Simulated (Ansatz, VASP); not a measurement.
NbC in VASP and in Ansatz

File INCAR:

```
SYSTEM = NbC
PREC     = Accurate       ! precision mode
ENCUT    = 600            ! plane-wave cutoff, eV
EDIFF    = 1E-6           ! SCF threshold, eV
ISMEAR   = 0              ! smearing method
SIGMA    = 0.05           ! smearing width, eV
LREAL    = .FALSE.        ! projectors in reciprocal space
LASPH    = .TRUE.         ! aspherical terms in the spheres
NELM     = 120            ! most SCF steps
ALGO     = Normal         ! electronic algorithm
ISIF     = 2              ! what is computed and relaxed
LWAVE    = .FALSE.        ! write WAVECAR
LCHARG   = .TRUE.         ! write CHGCAR
GGA      = PE             ! functional
IVDW     = 13             ! dispersion correction
LELF     = .TRUE.         ! ELF
LVHAR    = .TRUE.       
NBANDS   = 16             ! bands
GGA_COMPAT= .FALSE.
```

File KPOINTS:

```
Automatic mesh
0
G
  10 10 10
  0 0 0
```

The input POSCAR:

```
NbC
1.0
    0.0000000000      2.2146121380      2.2146121380
    2.2146121380      0.0000000000      2.2146121380
    2.2146121380      2.2146121380      0.0000000000
Nb C
1 1
Direct
    0.0000000000      0.0000000000      0.0000000000
    0.5000000000      0.5000000000      0.5000000000
```

Input for Ansatz:

```yaml
crystal:
  lattice:
    - [0.0, 2.214612138, 2.214612138]
    - [2.214612138, 0.0, 2.214612138]
    - [2.214612138, 2.214612138, 0.0]
  atoms:
    - { symbol: Nb, position: [0.0, 0.0, 0.0] }
    - { symbol: C, position: [0.5, 0.5, 0.5] }
basis:
  ecutwfc: 420
  ecutrho_ratio: 4
kpoints:
  mp_grid: { grid: [10, 10, 10] }
hamiltonian:
  xc: pbe
  dispersion: d4
scf:
  occupations: { method: gaussian, width: 0.05 }
output:
  forces: true
  stress: true
  eigenvalues: true
```

Alike in both runs: task single point; functional PBE; dispersion D4; k mesh 10 × 10 × 10; occupations gaussian, width 0.05 eV; no spin polarisation.

|  | VASP | Ansatz |
| --- | --- | --- |
| version | VASP 6.6.1 | Ansatz 0.2.0 |
| potentials or method | VASP PAW PBE potentials, release 64 (Nb_sv, C), cutoff 600 eV | scalar-relativistic, plane waves, PAW |
| valence electrons in the cell | 17 | 17 |

```csv
,VASP,Ansatz,Ansatz less VASP
gap on the k mesh at the Fermi level (eV),none,none,-
pressure (GPa),5.9,6.7,+0.73
```

A gap of «none» marks a metal or a gap that the smearing closes.
